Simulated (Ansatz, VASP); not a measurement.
## ZnO in VASP and in Ansatz

INCAR

```
ALGO = Normal ; EDIFF = 1E-6
ENCUT = 910 ; GGA = PE
GGA_COMPAT = F ; ISIF = 2
ISMEAR = 0 ; LASPH = T
LCHARG = F ; LREAL = F
LWAVE = F ; NBANDS = 16
NELM = 120 ; PREC = Accurate
SIGMA = 0.02
```

KPOINTS

```
k-points
0
Gamma
  12 12 12
```

POSCAR

```
ZnO
1.0
    0.0000000000      2.0978634485      2.0978634485
    2.0978634485      0.0000000000      2.0978634485
    2.0978634485      2.0978634485      0.0000000000
Zn O
1 1
Direct
    0.0000000000      0.0000000000      0.0000000000
    0.5000000000      0.5000000000      0.5000000000
```

Input for Ansatz:

```yaml
crystal:
  lattice:
    - [0.0, 2.0978634485, 2.0978634485]
    - [2.0978634485, 0.0, 2.0978634485]
    - [2.0978634485, 2.0978634485, 0.0]
  atoms:
    - { symbol: Zn, position: [0.0, 0.0, 0.0] }
    - { symbol: O, position: [0.5, 0.5, 0.5] }
basis:
  ecutwfc: 420
kpoints:
  mp_grid: { grid: [12, 12, 12] }
hamiltonian:
  xc: pbe
scf:
  occupations: { method: gaussian, width: 0.02 }
output:
  forces: true
  stress: true
  eigenvalues: true
  write_density: true
  write_potential: true
  elf: true
  volumetric_format: npy
```

Alike in both runs: task single point; functional PBE; k mesh 12 × 12 × 12; occupations gaussian, width 0.02 eV; no spin polarisation.

```csv
,VASP,Ansatz
version,VASP 6.6.1,Ansatz 0.2.0
potentials or method,"VASP PAW PBE potentials, release 64 (Zn, O_h), cutoff 910 eV","scalar-relativistic, plane waves, PAW"
valence electrons in the cell,18,18
```

VASP gave:

| Quantity | Value |
| --- | --- |
| gap on the k mesh at the Fermi level (eV) | 1.16 |
| least direct gap on the mesh (eV) | 2.77 |

Task: What did Ansatz give for the same quantities?

Result: gap on the k mesh at the Fermi level (eV): 1.19; least direct gap on the mesh (eV): 2.80.

With one functional, cell and mesh, what is left measures potentials, basis and numerics.

Noted on VASP's run: the cutoff is short for stress, so the pressure is rough.
